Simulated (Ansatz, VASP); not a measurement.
**One calculation of GaReSi, two programs**

File INCAR:

```
SYSTEM = GaReSi
PREC = Accurate
ENCUT = 600
EDIFF = 1E-6
ISMEAR = 0
SIGMA = 0.01
LREAL = .False.
LASPH = .True.
NELM = 100
ALGO = Normal
ISIF = 3
LWAVE = .False.
LCHARG = .False.
GGA = PE
IVDW = 12
IBRION = 2
NSW = 70
EDIFFG = -0.005
```

Contents of KPOINTS:

```
Automatic mesh
0
Gamma
  12 12 6
  0 0 0
```

Contents of POSCAR:

```
GaReSi
1.0
    3.2103103542      0.0000000000      0.0000000000
    0.0000000000      3.2103103542      0.0000000000
    0.0000000000      0.0000000000      8.1154343491
Ga Si Re
2 2 2
Direct
    0.5000000000      0.0000000000      0.9136582377
    0.0000000000      0.5000000000      0.0863417623
    0.0000000000      0.5000000000      0.4155231367
    0.5000000000      0.0000000000      0.5844768633
    0.0000000000      0.5000000000      0.7287746583
    0.5000000000      0.0000000000      0.2712253417
```

Input for Ansatz:

```yaml
crystal:
  lattice:
    - [3.2103103542, 0.0, 0.0]
    - [0.0, 3.2103103542, 0.0]
    - [0.0, 0.0, 8.1154343491]
  atoms:
    - { symbol: Ga, position: [0.5, 0.0, 0.9136582377] }
    - { symbol: Ga, position: [0.0, 0.5, 0.0863417623] }
    - { symbol: Si, position: [0.0, 0.5, 0.4155231367] }
    - { symbol: Si, position: [0.5, 0.0, 0.5844768633] }
    - { symbol: Re, position: [0.0, 0.5, 0.7287746583] }
    - { symbol: Re, position: [0.5, 0.0, 0.2712253417] }
basis:
  ecutwfc: 420
kpoints:
  mp_grid: { grid: [12, 12, 6] }
hamiltonian:
  xc: pbe
  dispersion: d3bj
scf:
  occupations: { method: gaussian, width: 0.01 }
output:
  forces: true
  stress: true
  eigenvalues: true
relax:
  adjacent_minimum: "off"
  f_tol: 0.005
  max_steps: 50
  cell: { stress_tol: 0.05 }
```

Alike in both runs: task relaxation of cell and atoms; functional PBE; dispersion D3(BJ); k mesh 12 × 12 × 6; occupations gaussian, width 0.01 eV; no spin polarisation.

```csv
,VASP,Ansatz
version,VASP 6.6.1,Ansatz 0.2.0
potentials or method,"VASP PAW PBE potentials, release 64 (Ga_d, Si, Re), cutoff 600 eV","scalar-relativistic, plane waves, PAW"
valence electrons in the cell,48,64
```

Ansatz gave:

| Quantity | Value |
| --- | --- |
| gap on the k mesh at the Fermi level, each at its own relaxed structure (eV) | 0.17 |
| relaxed volume (Å³/atom) | 13.53 |
| relaxed cell length with the largest relative difference (Å) | 8.034 |

Q: Which values does VASP return?

A: gap on the k mesh at the Fermi level, each at its own relaxed structure (eV): 0.18; relaxed volume (Å³/atom): 13.55; relaxed cell length with the largest relative difference (Å): 8.039.

VASP's potentials hold 48 valence electrons a cell and Ansatz's 64, so a difference there can come from the potentials and not from the codes.

Spin-orbit coupling is off throughout.
